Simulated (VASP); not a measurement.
## B3P: single point with PBE

Crystal: B3P.

```
B P
1.0
     3.96632    0.00000    0.00000
    -1.98316    3.43493    0.00000
     0.00000    0.00000    3.73059
B P
3 1
Direct
  0.85632 0.14368 0.50000
  0.85632 0.71265 0.50000
  0.28735 0.14368 0.50000
  0.33333 0.66667 0.50000
```

```json
{
 "Program": "VASP 6.6.1",
 "Task": "single point",
 "Functional": "PBE",
 "Potentials or basis": "VASP PAW PBE potentials, release 64 (B, P)",
 "Cutoff": "500 eV",
 "k mesh": "12 × 12 × 12",
 "Occupations": "gaussian, width 0.1 eV",
 "Spin": "no spin polarisation"
}
```

- Pressure: -0.2 GPa
- Largest force: 0.018 eV/Å
- Band gap on the k mesh: zero (band 7 reaches 5.47 eV, above the bottom of band 8 at 2.60 eV)

Forces on the atoms (eV/Å):
```
B   -0.016  0.009  0.000
B    0.000 -0.018  0.000
B    0.016  0.009  0.000
P    0.000  0.000  0.000
```

Stress tensor (GPa, compression positive):
```
-0.20  0.00  0.00
 0.00 -0.20  0.00
 0.00  0.00 -0.06
```

Levels at points of the mesh, in eV from the Fermi level:
| k point | band 4 | band 5 | band 6 | band 7 | band 8 | band 9 | band 10 | band 11 |
| --- | --- | --- | --- | --- | --- | --- | --- | --- |
| (0.00, 0.00, 0.00) | -7.02 | -4.63 | -2.23 | -1.86 | -1.86 | 2.91 | 4.11 | 5.11 |
| (0.50, 0.00, 0.00) | -7.23 | -2.39 | -1.15 | 0.90 | 1.29 | 3.00 | 3.84 | 4.22 |
| (0.00, 0.00, 0.50) | -6.87 | -6.71 | -1.80 | -1.52 | -1.52 | 2.62 | 3.87 | 3.87 |
| (0.50, 0.00, 0.50) | -6.99 | -4.33 | -3.15 | 1.01 | 1.51 | 2.22 | 2.40 | 3.93 |

Run time: 99 s on 1 thread of Intel(R) Xeon(R) Platinum 8259CL CPU @ 2.50GHz (Skylake/Cascade Lake), with other jobs on the host, peak memory 0.22 GiB.

Caveat: this functional lacks dispersion, which binds the layers, so the pressure and a relaxed spacing across them are unreliable.
